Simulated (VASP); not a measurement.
Input of a VASP 6.6.1 run:

The input INCAR:

```
SYSTEM = CaO
ALGO = Normal
EDIFF = 1E-6
ENCUT = 600
GGA = PE
GGA_COMPAT = .False.
ISIF = 2
ISMEAR = 0
LASPH = .True.
LCHARG = .False.
LREAL = .False.
LWAVE = .False.
NBANDS = 15
NELM = 120
PREC = Accurate
SIGMA = 0.02
```

The input KPOINTS:

```
k-points
0
Gamma
  14 14 14
  0 0 0
```

File POSCAR:

```
CaO
1.0
    0.0000000000      2.3416866999      2.3416866999
    2.3416866999      0.0000000000      2.3416866999
    2.3416866999      2.3416866999      0.0000000000
Ca O
1 1
Direct
    0.0000000000      0.0000000000      0.0000000000
    0.5000000000      0.5000000000      0.5000000000
```

Potentials or basis: VASP PAW PBE potentials, release 64 (Ca_sv, O).

Run with:

```bash
$ cat potpaw_PBE.64/Ca_sv/POTCAR potpaw_PBE.64/O/POTCAR > POTCAR
$ mpirun -np 1 vasp_std > vasp.out
```

Problem. Predict the band gap on the k mesh.

Solution. 3.60 eV (least direct gap 3.95 eV).

Problem. Estimate the pressure.

Solution. 12.7 GPa.

Caveat: the cell stands under pressure. A k mesh can miss the band edges.
